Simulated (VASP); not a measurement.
Here is a VASP 6.6.1 calculation.

File INCAR:

```
SYSTEM = Br
PREC     = Accurate       ! precision mode
ENCUT    = 500            ! plane-wave cutoff, eV
EDIFF    = 1E-6           ! SCF threshold, eV
ISMEAR   = 1              ! smearing method
SIGMA    = 0.05           ! smearing width, eV
LREAL    = .False.        ! projectors in reciprocal space
LASPH    = .True.         ! aspherical terms in the spheres
NELM     = 120            ! most SCF steps
ALGO     = Normal         ! electronic algorithm
ISIF     = 2              ! what is computed and relaxed
LWAVE    = .False.        ! write WAVECAR
LCHARG   = .False.        ! write CHGCAR
GGA      = CA             ! functional
NBANDS   = 18             ! bands
GGA_COMPAT= .False.
```

Contents of KPOINTS:

```
regular mesh
0
Gamma
  3 3 3
  0 0 0
```

Contents of POSCAR:

```
Br
1.0
    4.5976403800      0.0000000000      0.0000000000
    0.0000000000      4.5976403800      0.0000000000
    0.0000000000      0.0000000000      4.5976403800
Br
3
Direct
    0.5000000000      0.0000000000      0.0000000000
    0.0000000000      0.5000000000      0.0000000000
    0.0000000000      0.0000000000      0.5000000000
```

Potentials or basis: VASP PAW LDA potentials, release 64 (Br).

Run with:

```bash
$ cat potpaw_LDA.64/Br/POTCAR > POTCAR
$ mpirun -np 1 vasp_std > vasp.out
```

Predict the band gap on the k mesh.

zero (an odd number of electrons rules out a gap without spin polarisation).

Predict the pressure.

-4.7 GPa.

Caveat: the k points lie up to 0.46 Å⁻¹ apart, too coarse for converged energies and pressures of a metal; an odd number of electrons without spin polarisation forces a metal; a magnetic or distorted state may lie lower.
